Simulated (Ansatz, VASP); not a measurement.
# One calculation of Ag, two programs

```
Ag
1.0
     0.00000    2.05221    2.05221
     2.05221    0.00000    2.05221
     2.05221    2.05221    0.00000
Ag
1
Direct
  0.00000 0.00000 0.00000
```

Alike in both runs: functional r2SCAN; k mesh 22 × 22 × 22; occupations gaussian, width 0.1 eV; no spin polarisation.

Ansatz relaxed the structure, and its values are those at the end. VASP's run is a single point on that final structure, the one shown.

|  | VASP | Ansatz |
| --- | --- | --- |
| version | VASP 6.6.1 | Ansatz 0.2.0 |
| potentials or method | VASP PAW PBE potentials, release 64 (Ag), cutoff 520 eV | scalar-relativistic, plane waves, PAW |
| valence electrons in the cell | 11 | 19 |

VASP gave:

```
gap on the k mesh at the Fermi level (eV) : none
pressure (GPa)                            : 0.1
```

Problem. What did Ansatz give for the same quantities?

Solution. gap on the k mesh at the Fermi level (eV): none; pressure (GPa): 0.0.

VASP's potentials were made for PBE, not for r2SCAN. A gap of «none» marks a metal or a gap that the smearing closes. The functional is the same, so the differences come from potentials, cutoffs and numerics. VASP's potentials hold 11 valence electrons a cell and Ansatz's 19, so a difference there can come from the potentials and not from the codes.
